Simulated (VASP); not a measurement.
# H21C10N3O2 in VASP: notebook

H21C10N3O2 is run at these levels: r2SCAN+D3(BJ); tasks: single point.

Everything below comes from runs of VASP 6.6.1. Logs are shortened: lines on timing, memory, paths and dates and some standing lists are left out, and cuts for length are marked.

### 1 The cell of the first run

The cell holds a disordered packing, 36 atoms: a = 7.140 Å, b = 7.140 Å, c = 7.140 Å, α = 90.00°, β = 90.00°, γ = 90.00°.

### 2 Single point, r2SCAN+D3(BJ)

Input file POSCAR:

```
H21C10N3O2
1.0
    7.1400370000      0.0000000000      0.0000000000
    0.0000000000      7.1400370000      0.0000000000
    0.0000000000      0.0000000000      7.1400370000
C O H N
10 2 21 3
Direct
    0.8673064299      0.3349002253      0.9457233905
    0.8452477207      0.2000549857      0.7942675927
    0.1644949459      0.1038930190      0.2547045625
    0.2939900732      0.1952510890      0.1199853726
    0.4789470979      0.5248572241      0.5747029042
    0.4008382590      0.7132315981      0.5334986359
   -0.0498316745      0.5381204607      0.3816226723
   -0.0520725593      0.7182035611      0.4704037248
    0.4234291783      0.6923773644      1.0679496479
    0.6009212557      0.7739455692      1.1155684487
    1.0285240819      0.1998729138      0.7152063778
    0.4722944713      0.2619454213      0.1899569988
    1.0568852794      0.0866522120      0.6374616826
    0.8019006064      0.0580669260      0.8262982391
    0.7367468824      0.2604608351      0.7027274509
    0.7469709191      0.3761605157      1.0325436689
    0.9583283672      0.2755587961      1.0671093161
    0.9252753172      0.4659639719      0.8781467099
    0.4731348031      0.2184302406      0.3137518755
    0.3015950758      0.1166520566     -0.0115405564
    0.2437522383      0.3180795842      0.0663581995
    0.0229690686      0.0707979524      0.2007272511
    0.2407970715     -0.0334592104      0.3018471753
    0.1665817698      0.1986544327      0.3833313469
    0.5617337837      0.4838910499      0.4555998799
    0.5699410241      0.5568178428      0.6970412058
    0.3837655183      0.4092695878      0.6221676442
   -0.1275623642      0.5616077340      0.2649426046
    0.0989910837      0.5190029127      0.3445220242
   -0.1306155696      0.4434710913      0.4657959055
    0.4500396847      0.5499551333      1.0003729673
    0.3258386476      0.6693522737      1.1728090485
    0.3869587791      0.7756962604      0.9432724228
    0.3594099022      0.8679786953      0.5183726639
   -0.0536831952      0.8688890548      0.5331064811
    0.7261306909      0.8665221203      1.1610023870
```

Input file INCAR.step1:

```
ALGO = Normal
EDIFF = 1E-5
ENCUT = 1100
GGA = PE
GGA_COMPAT = False
ISMEAR = -1
LASPH = True
LCHARG = False
LREAL = Auto
LWAVE = True
NBANDS = 68
NELM = 120
PREC = Accurate
SIGMA = 0.02
```

Input file INCAR.step2:

```
ALGO = Normal
EDIFF = 1E-6
ENCUT = 1100
GGA_COMPAT = False
ISIF = 2
ISMEAR = -1
ISTART = 1
IVDW = 12
LASPH = True
LCHARG = True
LELF = True
LMIXTAU = True
LREAL = Auto
LVHAR = True
LWAVE = False
METAGGA = R2SCAN
NBANDS = 68
NELM = 120
PREC = Accurate
SIGMA = 0.02
VDW_A1 = 0.49484001
VDW_A2 = 5.73083694
VDW_S6 = 1.0
VDW_S8 = 0.78981345
```

Input file KPOINTS:

```
k-points
0
Gamma
  1 1 1
```

Potentials or basis: VASP PAW PBE potentials, release 64 (C_h, O_h, H_h, N_h).

Started as:

```
cat potpaw_PBE.64/C_h/POTCAR potpaw_PBE.64/O_h/POTCAR potpaw_PBE.64/H_h/POTCAR potpaw_PBE.64/N_h/POTCAR > POTCAR
cp INCAR.step1 INCAR
mpirun -np 1 vasp_gam > vasp.out
cp INCAR.step2 INCAR
mpirun -np 1 vasp_gam > vasp.out
```

OUTCAR:

```text
EDIFF = 1E-6
   ENCUT = 1100
   ISIF = 2
   ISMEAR = -1
   ISTART = 1
   IVDW = 12
   LASPH = True
   LREAL = Auto
   METAGGA = R2SCAN
   NELM = 120
   PREC = Accurate
 IVDW          = 12

 ion  position               nearest neighbor table
   1  0.867  0.335  0.946-  16 1.10  18 1.13  17 1.16   2 1.46
   2  0.845  0.200  0.794-  14 1.08  15 1.10  11 1.43   1 1.46
   3  0.164  0.104  0.255-  22 1.11  24 1.14  23 1.17   4 1.49
   4  0.294  0.195  0.120-  21 1.02  20 1.10  12 1.45   3 1.49
   5  0.479  0.525  0.575-  25 1.08  26 1.11  27 1.12   6 1.49
   6  0.401  0.713  0.533-  34 1.15   5 1.49
   7  0.950  0.538  0.382-  28 1.01  30 1.07  29 1.10   8 1.43
   8  0.948  0.718  0.470-  35 1.17   7 1.43
   9  0.423  0.692  0.068-  32 1.04  33 1.10  31 1.14  10 1.44
  10  0.601  0.774  0.116-  36 1.16   9 1.44
  11  0.029  0.200  0.715-  13 1.00   2 1.43
  12  0.472  0.262  0.190-  19 0.94   4 1.45
  13  0.057  0.087  0.637-  11 1.00
  14  0.802  0.058  0.826-   2 1.08
  15  0.737  0.260  0.703-   2 1.10
  16  0.747  0.376  0.033-   1 1.10
  17  0.958  0.276  0.067-   1 1.16
  18  0.925  0.466  0.878-   1 1.13
[... 16 lines left out ...]
  35  0.946  0.869  0.533-   8 1.17
  36  0.726  0.867  0.161-  10 1.16

  LATTYP: Found a simple cubic cell.
 ALAT       =     7.1400370000

  Lattice vectors:

 A1 = (   7.1400370000,   0.0000000000,   0.0000000000)
 A2 = (   0.0000000000,   7.1400370000,   0.0000000000)
 A3 = (   0.0000000000,   0.0000000000,   7.1400370000)

Analysis of symmetry for initial positions (statically):
=====================================================================
 Subroutine PRICEL returns:
 Original cell was already a primitive cell.

 Routine SETGRP: Setting up the symmetry group for a
 simple cubic supercell.

 Subroutine GETGRP returns: Found  1 space group operations
 (whereof  1 operations were pure point group operations)
 out of a pool of 48 trial point group operations.

The static configuration has the point symmetry C_1 .

Analysis of symmetry for dynamics (positions and initial velocities):
=====================================================================
 Subroutine PRICEL returns:
 Original cell was already a primitive cell.

 Routine SETGRP: Setting up the symmetry group for a
 simple cubic supercell.

 Subroutine GETGRP returns: Found  1 space group operations
 (whereof  1 operations were pure point group operations)
 out of a pool of 48 trial point group operations.

The dynamic configuration has the point symmetry C_1 .

 Subroutine INISYM returns: Found  1 space group operations
 (whereof  1 operations are pure point group operations),
 and found     1 'primitive' translations

----------------------------------------------------------------------------------------

                                     Primitive cell

  volume of cell :     364.0000

  direct lattice vectors                    reciprocal lattice vectors
     7.140037000  0.000000000  0.000000000     0.140055297  0.000000000  0.000000000
     0.000000000  7.140037000  0.000000000     0.000000000  0.140055297  0.000000000
     0.000000000  0.000000000  7.140037000     0.000000000  0.000000000  0.140055297

  length of vectors
     7.140037000  7.140037000  7.140037000     0.140055297  0.140055297  0.140055297

  position of ions in fractional coordinates (direct lattice)
     0.867306430  0.334900225  0.945723390
     0.845247721  0.200054986  0.794267593
     0.164494946  0.103893019  0.254704563
     0.293990073  0.195251089  0.119985373
     0.478947098  0.524857224  0.574702904
     0.400838259  0.713231598  0.533498636
[... 28 lines left out ...]
     0.946316805  0.868889055  0.533106481
     0.726130691  0.866522120  0.161002387

  ion indices of the primitive-cell ions
   primitive index   ion index
                 1           1
                 2           2
                 3           3
                 4           4
                 5           5
                 6           6
[... 28 lines left out ...]
                35          35
                36          36

----------------------------------------------------------------------------------------

 KPOINTS: k-points

Automatic generation of k-mesh.
 Grid dimensions read from file:
 generate k-points for:    1    1    1

 Generating k-lattice:

  Cartesian coordinates                     Fractional coordinates (reciprocal lattice)
     0.140055297  0.000000000  0.000000000     1.000000000  0.000000000  0.000000000
     0.000000000  0.140055297  0.000000000     0.000000000  1.000000000  0.000000000
     0.000000000  0.000000000  0.140055297     0.000000000  0.000000000  1.000000000

  Length of vectors
     0.140055297  0.140055297  0.140055297

  Shift w.r.t. Gamma in fractional coordinates (k-lattice)
     0.000000000  0.000000000  0.000000000

 Subroutine IBZKPT returns following result:
 ===========================================

 Found      1 irreducible k-points:

 Following reciprocal coordinates:
            Coordinates               Weight
  0.000000  0.000000  0.000000      1.000000
   k-points           NKPTS =      1   k-points in BZ     NKDIM =      1   number of bands    NBANDS=     68
   number of dos      NEDOS =    301   number of ions     NIONS =     36
   total plane-waves  NPLWV = 512000
   dimension x,y,z NGX =    80 NGY =   80 NGZ =   80
   dimension x,y,z NGXF=   160 NGYF=  160 NGZF=  160
   ions per type =              10   2  21   3
   NGX,Y,Z   is equivalent  to a cutoff of  18.63, 18.63, 18.63 a.u.
   NGXF,Y,Z  is equivalent  to a cutoff of  37.25, 37.25, 37.25 a.u.
 SYSTEM =  unknown system
   PREC   = accura    normal or accurate (medium, high low for compatibility)
   ISTART =      1    job   : 0-new  1-cont  2-samecut
   ICHARG =      0    charge: 1-file 2-atom 10-const
   ISPIN  =      1    spin polarized calculation?
   LNONCOLLINEAR =      F non collinear calculations
   LSORBIT =      F    spin-orbit coupling
   LASPH  =      T    aspherical Exc in radial PAW
   ENCUT  = 1100.0 eV  80.85 Ry    8.99 a.u.  19.31 19.31 19.31*2*pi/ulx,y,z
   NELM   =    120;   NELMIN=  2; NELMDL=  0     # of ELM steps
   EDIFF  = 0.1E-05   stopping-criterion for ELM
   LREAL  =      T    real-space projection
   EDIFFG = 0.1E-04   stopping-criterion for IOM
   NSW    =      0    number of steps for IOM
   IBRION =     -1    ionic relax: 0-MD 1-quasi-New 2-CG
   NFREE  =      0    steps in history (QN), initial steepest desc. (CG)
   ISIF   =      2    stress and relaxation
   ISYM   =      2    0-nonsym 1-usesym 2-fastsym
   POTIM  = 0.5000    time-step for ionic-motion
   TEBEG  =    0.0;   TEEND  =   0.0 temperature during run
   PSTRESS=    0.0 pullay stress
   NELECT =      88.0000    total number of electrons
   NUPDOWN=      -1.0000    fix difference up-down
   EMIN   =  10.00;   EMAX   =-10.00  energy-range for DOS
   EFERMI =   0.00;   METHOD = LEGACY
   ISMEAR =    -1;   SIGMA  =   0.02  broadening in eV -4-tet -1-fermi 0-gaus
   EFERMI_NEDOS =   21; number of points for ismear=-14 and -15
   IALGO  =     38    algorithm
   IMIX   =      4    mixing-type and parameters
     AMIX     =   0.40;   BMIX     =  1.00
     AMIX_MAG =   1.60;   BMIX_MAG =  1.00
  volume/ion in A,a.u.               =      10.11        68.23
  Fermi-wavevector in a.u.,A,eV,Ry     =   1.019848  1.927232 14.151270  1.040089
  Thomas-Fermi vector in A             =   2.153384
   LORBIT       =      0    0 simple, 1 ext, 2 COOP (PROOUT), +10 PAW based schemes
   METAGGA = R2SCAN    functional components
   LHFCALC =     F    Hartree Fock is set to
   AEXX    =    0.0000 exact exchange contribution
   IVDW    =    12    specifies the selected vdW correction
   LEPSILON=     F    determine dielectric tensor
   LRPA    =     F    only Hartree local field effects (RPA)
 non-spin polarized calculation
  energy-cutoff  :     1100.00
  volume of cell :      364.00
 maximum number of plane-waves:     15048
 NGX is ok and might be reduce to    80
   NGX = 39   NGY = 39   NGZ = 39

 number of electron      88.0000000 magnetization

 Free energy of the ion-electron system (eV)
  ---------------------------------------------------
  ext. energy  EPLUGINS =         0.00000000
  ---------------------------------------------------
  free energy    TOTEN  =      -215.32309356 eV

  energy without entropy =     -215.32309356  energy(sigma->0) =     -215.32309356

 E-fermi :  -1.4878     XC(G=0):  -7.5794

 val. band max:       -1.9894461749   @ k =   0.0000   0.0000   0.0000
 cond. band min:       2.8076526096   @ k =   0.0000   0.0000   0.0000
 fundamental gap:      4.7970987845
 Fermi energy:        -1.4878340225

 k-point     1 :       0.0000    0.0000    0.0000
  band No.  band energies     occupation
      1     -22.8510      2.00000
      2     -21.9287      2.00000
      3     -20.2582      2.00000
      4     -19.8641      2.00000
      5     -19.6002      2.00000
      6     -16.5525      2.00000
[... 48 lines left out ...]
     55       5.7382      0.00000
     56       5.8666      0.00000
 [bands above 56 left out]

------------------------ aborting loop because EDIFF is reached ----------------------------------------

 Edisp (eV)   -0.90718

 E8    (eV) :    -0.1514

  FORCE on cell =-STRESS in cart. coord.  units (eV):
  Direction    XX          YY          ZZ          XY          YZ          ZX
  --------------------------------------------------------------------------------------
  -------------------------------------------------------------------------------------
  Total       2.04108    -3.47567     6.98742    -3.44341    -1.70140     2.42973
  in kB       8.98398   -15.29844    30.75573   -15.15646    -7.48885    10.69468
  external pressure =        8.15 kB  Pullay stress =        0.00 kB

 VOLUME and BASIS-vectors are now :
 -----------------------------------------------------------------------------
  energy-cutoff  :     1100.00
  volume of cell :      364.00
      direct lattice vectors                 reciprocal lattice vectors
     7.140037000  0.000000000  0.000000000     0.140055297  0.000000000  0.000000000
     0.000000000  7.140037000  0.000000000     0.000000000  0.140055297  0.000000000
     0.000000000  0.000000000  7.140037000     0.000000000  0.000000000  0.140055297

 POSITION                                       TOTAL-FORCE (eV/Angst)
 -----------------------------------------------------------------------------------
      6.19260      2.39120      6.75250         0.860284      1.219833      3.381549
      6.03510      1.42840      5.67110         0.202569     -0.423019     -1.040395
      1.17450      0.74180      1.81860         1.781036     -1.070883      1.719107
      2.09910      1.39410      0.85670         0.395407     -0.321833     -1.236386
      3.41970      3.74750      4.10340        -0.289034      1.044428      1.099357
      2.86200      5.09250      3.80920         0.264023     -1.658909      0.692876
[... 28 lines left out ...]
      6.75674      6.20390      3.80640        -0.117557     -2.013888     -0.485103
      5.18460      6.18700      1.14956        -0.150290     -0.543565     -0.500161
 -----------------------------------------------------------------------------------
    total drift:                                0.004917     -0.004323      0.004681

  FREE ENERGIE OF THE ION-ELECTRON SYSTEM (eV)
  ---------------------------------------------------
  free  energy   TOTEN  =      -216.2302759855 eV

  energy  without entropy=     -216.2302759855  energy(sigma->0) =     -216.23027599
```

Wall time 4.2 min (1 thread of Intel Xeon 6975P-C (Granite Rapids), shared host); peak memory 1.1 GiB.

What came out:

| Item | Value |
| --- | --- |
| Free energy | -216.2303 eV |
| Pressure | 0.8 GPa |
| Largest force | 4.746 eV/Å |
| Band gap on the k mesh | 4.80 eV |
| Dispersion energy per atom | -0.025 eV |

Forces on the atoms (eV/Å):
```
C    0.860  1.220  3.382
C    0.203 -0.423 -1.040
C    1.781 -1.071  1.719
C    0.395 -0.322 -1.236
C   -0.289  1.044  1.099
C    0.264 -1.659  0.693
C    1.563  1.165  1.769
C   -0.260  2.300  1.233
C    2.277 -1.519 -3.877
C    0.001  0.806  1.207
O    0.811 -0.724 -1.156
O   -0.417 -0.583 -0.651
H   -1.062  0.894  0.824
H   -0.069 -0.094  0.458
H    0.129 -0.318 -0.647
H   -0.466 -0.265 -0.856
H   -0.614  1.056 -2.020
H   -0.058 -0.834  0.903
H    0.532 -0.686  1.397
H    0.838 -0.627  0.162
H   -1.778  2.384 -0.843
H    0.721  0.208  0.357
H   -1.533  1.892 -0.648
H   -0.654 -1.046 -0.831
H    0.224 -0.324 -0.201
H    0.032 -0.443 -0.571
H    0.100  1.010 -0.575
H   -1.372  0.190 -2.948
H   -0.634 -1.038  0.246
H    0.728 -1.024  0.403
H   -0.129  0.985  0.849
H   -1.211  0.349  1.308
H   -0.980  0.028  0.621
N    0.333  0.023  0.459
N   -0.118 -2.014 -0.485
N   -0.150 -0.544 -0.500
```

Stress tensor (GPa, compression positive):
```
 0.90 -1.52  1.07
-1.52 -1.53 -0.75
 1.07 -0.75  3.08
```

Levels at points of the mesh, in eV from the valence-band top:
| k point | band 42 | band 43 | band 44 | band 45 | band 46 | band 47 |
| --- | --- | --- | --- | --- | --- | --- |
| (0.00, 0.00, 0.00) | -1.45 | -0.26 | 0.00 | 4.80 | 5.27 | 5.63 |

Caveat: the k points lie up to 0.88 Å⁻¹ apart; the PAW data sets were made with another functional, which shifts forces and pressure a little.

[end of part 1 of 3]
